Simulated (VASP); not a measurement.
# BN (P6_3/mmc) in VASP: a series of runs, part 2 of 2

VASP 6.6.1. Earlier steps stand in the parts before.

## 6. Single point, PBEsol (volume 10.464 Å^3 an atom, c/a of the conventional cell 2.6133)

INCAR reads:

```
SYSTEM = BN
ALGO     = Normal         ! electronic algorithm
EDIFF    = 1E-6           ! SCF threshold, eV
ENCUT    = 520            ! plane-wave cutoff, eV
GGA      = PS             ! functional
ISIF     = 2              ! what is computed and relaxed
ISMEAR   = 0              ! smearing method
LASPH    = .True.         ! aspherical terms in the spheres
LCHARG   = .True.         ! write CHGCAR
LELF     = .True.         ! ELF
LREAL    = .False.        ! projectors in reciprocal space
LVHAR    = .True.       
LWAVE    = .False.        ! write WAVECAR
NBANDS   = 16             ! bands
NELM     = 60             ! most SCF steps
PREC     = Accurate       ! precision mode
SIGMA    = 0.05           ! smearing width, eV
```

KPOINTS reads:

```
k-points
0
Gamma
  12 12 4
  0 0 0
```

POSCAR reads:

```
BN
1.0
    2.6445144275      0.0000000000      0.0000000000
   -1.3222572138      2.2902166749      0.0000000000
    0.0000000000      0.0000000000      6.9109095535
B N
2 2
Direct
    0.3333333333      0.6666666667      0.2500000000
    0.6666666667      0.3333333333      0.7500000000
    0.3333333333      0.6666666667      0.7500000000
    0.6666666667      0.3333333333      0.2500000000
```

Potentials or basis: VASP PAW PBE potentials, release 64 (B, N).

Command:

```bash
$ cat potpaw_PBE.64/B/POTCAR potpaw_PBE.64/N/POTCAR > POTCAR
$ mpirun -np 1 vasp_std > vasp.out
```

OUTCAR:

```text
SYSTEM = BN
   EDIFF = 1E-6
   ENCUT = 520
   GGA = PS
   ISIF = 2
   ISMEAR = 0
   LASPH = .True.
   LREAL = .False.
   NELM = 60
   PREC = Accurate

 ion  position               nearest neighbor table
   1  0.333  0.667  0.250-   4 1.53   4 1.53   4 1.53
   2  0.667  0.333  0.750-   3 1.53   3 1.53   3 1.53
   3  0.333  0.667  0.750-   2 1.53   2 1.53   2 1.53
   4  0.667  0.333  0.250-   1 1.53   1 1.53   1 1.53

  LATTYP: Found a hexagonal cell.
 ALAT       =     2.6445144275
 C/A-ratio  =     2.6133000000

  Lattice vectors:

 A1 = (   2.6445144275,   0.0000000000,   0.0000000000)
 A2 = (  -1.3222572138,   2.2902166749,   0.0000000000)
 A3 = (   0.0000000000,   0.0000000000,   6.9109095535)

Analysis of symmetry for initial positions (statically):
=====================================================================
 Subroutine PRICEL returns:
 Original cell was already a primitive cell.

 Routine SETGRP: Setting up the symmetry group for a
 hexagonal supercell.

 Subroutine GETGRP returns: Found 24 space group operations
 (whereof 12 operations were pure point group operations)
 out of a pool of 24 trial point group operations.
[... 166 lines left out ...]
  free energy    TOTEN  =       -35.92321818 eV

  energy without entropy =      -35.92321818  energy(sigma->0) =      -35.92321818

 E-fermi :   1.5413     XC(G=0):  -9.7108

 val. band max:        1.2315781766   @ k =   0.3333   0.3333   0.5000
 cond. band min:       5.1834656346   @ k =   0.5000  -0.0000   0.0000
 fundamental gap:      3.9518874581
 Fermi energy:         1.5413011650

 k-point     1 :       0.0000    0.0000    0.0000
  band No.  band energies     occupation
      1     -15.5599      2.00000
      2     -15.3246      2.00000
      3      -4.1380      2.00000
      4      -2.2478      2.00000
      5      -0.2358      2.00000
      6      -0.2358      2.00000
[... 433 lines left out ...]
      3      -5.3070      2.00000
      4      -5.2583      2.00000
      5      -2.1652      2.00000
      6      -2.1258      2.00000
[... 8 lines left out ...]
     15      16.0539      0.00000
     16      17.3723      0.00000

 [... further k-points ...]
[... 5 lines left out ...]
  --------------------------------------------------------------------------------------
  -------------------------------------------------------------------------------------
  Total      -11.5467685    -11.5467685     -0.0392730      0.0000000      0.0000000      0.0000000
  in kB     -441.9908926   -441.9908926     -1.5033047      0.0000000      0.0000000      0.0000000
  external PRESSURE =    -295.1616966 kB  Pullay stress =       0.0000000 kB

 VOLUME and BASIS-vectors are now :
 -----------------------------------------------------------------------------
  energy-cutoff  :      520.00
  volume of cell :       41.86
      direct lattice vectors                 reciprocal lattice vectors
     2.644514427  0.000000000  0.000000000     0.378141253  0.218319954  0.000000000
    -1.322257214  2.290216675  0.000000000     0.000000000  0.436639909  0.000000000
     0.000000000  0.000000000  6.910909553     0.000000000  0.000000000  0.144698754

 POSITION                                       TOTAL-FORCE (eV/Angst)
 -----------------------------------------------------------------------------------
     -0.00000      1.52681      1.72773        -0.000000     -0.000000     -0.000000
      1.32226      0.76341      5.18318         0.000000      0.000000     -0.000000
     -0.00000      1.52681      5.18318        -0.000000      0.000000      0.000000
      1.32226      0.76341      1.72773        -0.000000     -0.000000      0.000000
 -----------------------------------------------------------------------------------
    total drift:                               -0.000000      0.000000      0.000000

  FREE ENERGIE OF THE ION-ELECTRON SYSTEM (eV)
  ---------------------------------------------------
  free  energy   TOTEN  =       -35.9232181763 eV

  energy  without entropy=      -35.9232181763  energy(sigma->0) =      -35.92321818
```

Run time: 35 s. Hardware: 1 thread of AMD EPYC 7R13 (Zen 3), shared host; peak memory 0.14 GiB.

What came out:

```yaml
Free_energy: -35.9232 eV
Pressure: -29.5 GPa
Band_gap_on_the_k_mesh: 3.95 eV, indirect (least direct gap 4.18 eV)
```

Stress tensor (GPa, compression positive):
```
-44.20   0.00   0.00
  0.00 -44.20   0.00
  0.00   0.00  -0.15
```

Caveat: the PAW data sets were made with another functional, which shifts forces and pressure a little; this functional lacks dispersion, which binds the layers, so the pressure and a relaxed spacing across them are unreliable.

## 7. Overview

| cell | gap on the mesh (eV) | pressure (GPa) |
| --- | --- | --- |
| a = 2.687, b = 2.687, c = 6.692 Å, angles 90.0, 90.0, 120.0°, 4 atoms | 3.79 | -36.6 |
| a = 2.480, b = 2.480, c = 7.859 Å, angles 90.0, 90.0, 120.0°, 4 atoms | 4.40 | 6.3 |
| a = 2.602, b = 2.602, c = 7.137 Å, angles 90.0, 90.0, 120.0°, 4 atoms | 4.08 | -21.7 |
| a = 2.520, b = 2.520, c = 7.611 Å, angles 90.0, 90.0, 120.0°, 4 atoms | 4.36 | -3.7 |
| a = 2.645, b = 2.645, c = 6.911 Å, angles 90.0, 90.0, 120.0°, 4 atoms | 3.95 | -29.5 |

Alike in all rows: task single point; level PBEsol; potentials or basis VASP PAW PBE potentials, release 64 (B, N); no spin polarisation; k mesh 12 × 12 × 4; cutoff (eV) 520; smearing gaussian 0.05 eV.

Caveats: the PAW data sets were made with another functional, which shifts forces and pressure a little; this functional lacks dispersion, which binds the layers, so the pressure and a relaxed spacing across them are unreliable.

Total energies depend on the potentials used, so only differences within one code and one set of settings carry meaning.
